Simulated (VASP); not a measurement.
# SiP5 in VASP: a series of runs, part 2 of 2

VASP 6.6.1.

## (4) Relaxation of cell and atoms, PBE

This run uses another cell than the first one, of 21.85 Å³/atom, 1.178 times its volume.

Contents of INCAR:

```
PREC = Accurate
ENCUT = 600
EDIFF = 1E-6
ISMEAR = 0
SIGMA = 0.2
LREAL = False
LASPH = True
NELM = 100
ALGO = Normal
ISIF = 3
LWAVE = False
LCHARG = False
GGA = PE
IBRION = 2
NSW = 36
EDIFFG = -0.08
```

Contents of KPOINTS:

```
Automatic mesh
0
Gamma
  3 3 4
```

Contents of POSCAR:

```
SiP5
1.0
    5.2685110700      0.0000000000      0.0000000000
    0.0000000000      5.2685110700      0.0000000000
    0.0000000000      0.0000000000      4.7237903700
Si P
1 5
Direct
    0.0000000000      0.0000000000      0.5000000000
    0.7444902200      0.0000000000      0.0000000000
    0.2555097800      0.0000000000      0.0000000000
    0.0000000000      0.2555097800      0.0000000000
    0.0000000000      0.7444902200      0.0000000000
    0.5000000000      0.5000000000      0.5000000000
```

Potentials or basis: VASP PAW PBE potentials, release 64 (Si, P).

Started as:

```sh
$ cat potpaw_PBE.64/Si/POTCAR potpaw_PBE.64/P/POTCAR > POTCAR
$ mpirun -np 1 vasp_std > vasp.out
```

OUTCAR:

```text
PREC = Accurate
   ENCUT = 600
   EDIFF = 1E-6
   ISMEAR = 0
   LREAL = False
   LASPH = True
   NELM = 100
   ISIF = 3
   GGA = PE
   IBRION = 2
   NSW = 36
   EDIFFG = -0.08

 ion  position               nearest neighbor table
   1  0.000  0.000  0.500-   2 2.72   3 2.72   4 2.72   5 2.72   2 2.72   3 2.72   4 2.72   5 2.72

   2  0.744  0.000  0.000-   4 1.90   5 1.90   3 2.58   3 2.69   1 2.72   1 2.72
   3  0.256  0.000  0.000-   4 1.90   5 1.90   2 2.58   2 2.69   1 2.72   1 2.72
   4  0.000  0.256  0.000-   2 1.90   3 1.90   5 2.58   5 2.69   1 2.72   1 2.72
   5  0.000  0.744  0.000-   2 1.90   3 1.90   4 2.58   4 2.69   1 2.72   1 2.72
   6  0.500  0.500  0.500-

  LATTYP: Found a simple tetragonal cell.
 ALAT       =     5.2685110700
 C/A-ratio  =     0.8966082271

  Lattice vectors:
[... 181 lines left out ...]
  Total       23.1705915     23.1705915     -0.3514579      0.0000000      0.0000000      0.0000000
  in kB      283.1270032    283.1270032     -4.2945487      0.0000000      0.0000000      0.0000000
  external PRESSURE =     187.3198193 kB  Pullay stress =       0.0000000 kB
[... 484 lines left out ...]
      5      -2.4366      2.00000
      6      -0.9249      2.00000
[... 10 lines left out ...]
     17       6.6942      0.00000
     18       7.8237      0.00000

[... ionic steps 4 to 16 ...]

--------------------------------------- Ionic step       17  -------------------------------------------

 number of electron      28.9999992 magnetization

------------------------ aborting loop because EDIFF is reached ----------------------------------------
[... 75 lines left out ...]
--------------------------------------- Ionic step       19  -------------------------------------------

 number of electron      28.9999996 magnetization

 Free energy of the ion-electron system (eV)
  ---------------------------------------------------
  ext. energy  EPLUGINS =         0.00000000
  ---------------------------------------------------
  free energy    TOTEN  =       -27.19317094 eV

  energy without entropy =      -27.12894093  energy(sigma->0) =      -27.16105593

 E-fermi :   6.3974     XC(G=0): -10.0218

 val. band max:        6.1623729477   @ k =   0.0000   0.0000   0.5000
 cond. band min:       6.3986171754   @ k =   0.3333   0.0000   0.2500
 fundamental gap:      0.2362442277
 Fermi energy:         6.3973975693
[... 220 lines left out ...]
  FREE ENERGIE OF THE ION-ELECTRON SYSTEM (eV)
  ---------------------------------------------------
  free  energy   TOTEN  =       -27.1931709352 eV

  energy  without entropy=      -27.1289409333  energy(sigma->0) =      -27.16105593

 reached required accuracy - stopping structural energy minimisation
```

CONTCAR:

```text
SiP5
   1.00000000000000
     5.6421994219175895    0.0000000000000000    0.0000000000000000
     0.0000000000000000    5.6421994219175895    0.0000000000000000
     0.0000000000000000   -0.0000000000000000    3.5152514596123532
  Si              P
     1     5
Direct
     0.0000000000000000    0.0000000000000000    0.5000000000000000
     0.7053873531751670    0.0000000000000000    0.0000000000000000
     0.2946126468248331    0.0000000000000000    0.0000000000000000
     0.0000000000000000    0.2946126468248331    0.0000000000000000
     0.0000000000000000    0.7053873531751670    0.0000000000000000
     0.5000000000000000    0.5000000000000000    0.5000000000000000

  0.00000000E+00  0.00000000E+00  0.00000000E+00
  0.00000000E+00  0.00000000E+00  0.00000000E+00
  0.00000000E+00  0.00000000E+00  0.00000000E+00
  0.00000000E+00  0.00000000E+00  0.00000000E+00
  0.00000000E+00  0.00000000E+00  0.00000000E+00
  0.00000000E+00  0.00000000E+00  0.00000000E+00
```

Run time: 2.7 min. Hardware: 1 thread of Intel Xeon 6975P-C (Granite Rapids), shared host; peak memory 0.25 GiB.

What came out:

| Quantity | Value |
| --- | --- |
| Free energy | -27.1932 eV |
| Relaxed volume | 18.65 Å³/atom |
| Relaxed cell | a = 5.642 Å, b = 5.642 Å, c = 3.515 Å, α = 90.00°, β = 90.00°, γ = 90.00° |
| Space group after relaxing (to 0.05 Å) | P4/mmm (No. 123) |
| Energy gained by relaxing | 731.1 meV/atom |
| Ionic steps | 19 |
| Pressure after relaxing | -0.2 GPa |
| Largest force after relaxing | 0.015 eV/Å |

Forces in eV/Å, atoms in the order of the input:
```
Si   0.000  0.000  0.000
P   -0.015  0.000  0.000
P    0.015  0.000  0.000
P    0.000  0.015  0.000
P    0.000 -0.015  0.000
P    0.000  0.000  0.000
```

The path:
| step | energy change (eV) | largest force (eV/Å) | pressure (GPa) | volume (Å³) |
| --- | --- | --- | --- | --- |
| 1 | 0.0000 | 8.0091 | 18.73 | 131.12 |
| 2 | -0.3941 | 0.6385 | -8.46 | 184.00 |
| 3 | -0.6650 | 0.4104 | -9.08 | 177.59 |
| 4 | -1.0146 | 0.0975 | -9.26 | 171.05 |
| 5 | -2.4397 | 1.2223 | -5.78 | 150.43 |
| 6 | -2.5743 | 0.6469 | 0.20 | 140.61 |
| 7 | -2.6482 | 0.6318 | -3.18 | 145.18 |
| 8 | -2.6587 | 0.3974 | -2.50 | 144.12 |
| 9 | -3.1857 | 0.5699 | -3.13 | 139.08 |
| 10 | -3.4025 | 0.5123 | -2.82 | 134.81 |
| 11 | -3.4324 | 0.2186 | -2.68 | 133.09 |
| 12 | -3.5696 | 0.7679 | -3.13 | 129.51 |
| 13 | -4.0909 | 0.9254 | -1.69 | 121.79 |
| 14 | -4.1797 | 0.3049 | -0.97 | 114.72 |
| 15 | -4.1937 | 0.4225 | -1.41 | 116.54 |
| 16 | -4.3397 | 0.0968 | -0.11 | 111.83 |
| 17 | -4.3581 | 0.1008 | 0.81 | 109.85 |
| 18 | -4.3844 | 0.0316 | 0.07 | 111.33 |
| 19 | -4.3866 | 0.0151 | -0.18 | 111.91 |

Final structure:
```
Si P
1.0
     5.64220    0.00000    0.00000
     0.00000    5.64220    0.00000
     0.00000    0.00000    3.51525
Si P
1 5
Direct
  0.00000 0.00000 0.50000
  0.70539 0.00000 0.00000
  0.29461 0.00000 0.00000
  0.00000 0.29461 0.00000
  0.00000 0.70539 0.00000
  0.50000 0.50000 0.50000
```

Caveat: the k points lie up to 0.45 Å⁻¹ apart in the final cell; the relaxation stopped at a loose force limit of 0.08 eV/Å, so its end isn't a converged minimum.

## (5) Summary

```csv
task,cell,k mesh,cutoff (eV),gap on the mesh (eV),pressure (GPa),largest force (eV/Å)
single point,"a = 5.624, b = 5.624, c = 3.521 Å, 6 atoms",3 × 3 × 4,520,none,0.1,0.05
single point,"a = 3.479, b = 3.459, c = 8.120 Å, angles 90.0, 114.7, 90.0°, 6 atoms",4 × 4 × 3,520,none,-0.2,0.08
relaxation of cell and atoms,"relaxed from a = 5.269, b = 5.269, c = 4.724 Å, 6 atoms",3 × 3 × 4,600,none,-0.2,0.02
```

Alike in all rows: level PBE; potentials or basis VASP PAW PBE potentials, release 64 (Si, P); no spin polarisation; smearing gaussian 0.2 eV.

Caveats: all runs use coarse meshes; the relaxation stopped at a loose force limit of 0.08 eV/Å, so its end isn't a converged minimum (some runs).

Absolute energies hang on the potentials; compare differences alone.
